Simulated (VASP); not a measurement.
Here is a VASP 6.6.1 calculation.

File INCAR:

```
PREC = Accurate
ENCUT = 520
EDIFF = 1E-7
ISMEAR = 0
SIGMA = 0.1
LREAL = F
LASPH = T
NELM = 100
ALGO = Normal
ISIF = 2
LWAVE = F
LCHARG = F
GGA = PS
NBANDS = 14
```

File KPOINTS:

```
regular mesh
0
Gamma
  12 12 12
```

File POSCAR:

```
ScAl
1.0
    3.2533355339      0.0000000000      0.0000000000
    0.0000000000      3.2533355339      0.0000000000
    0.0000000000      0.0000000000      3.2533355339
Sc Al
1 1
Direct
    0.5000000000      0.5000000000      0.5000000000
    0.0000000000      0.0000000000      0.0000000000
```

Potentials or basis: VASP PAW PBE potentials, release 64 (Sc_sv, Al).

Command:

```bash
$ cat potpaw_PBE.64/Sc_sv/POTCAR potpaw_PBE.64/Al/POTCAR > POTCAR
$ mpirun -np 1 vasp_std > vasp.out
```

Question: Predict the pressure.

Answer: 8.2 GPa.

Question: Predict the band gap on the k mesh.

Answer: Zero (band 7 reaches 7.13 eV, above the bottom of band 8 at 5.93 eV).

Caveat: the PAW data sets were made with another functional, which shifts forces and pressure a little.
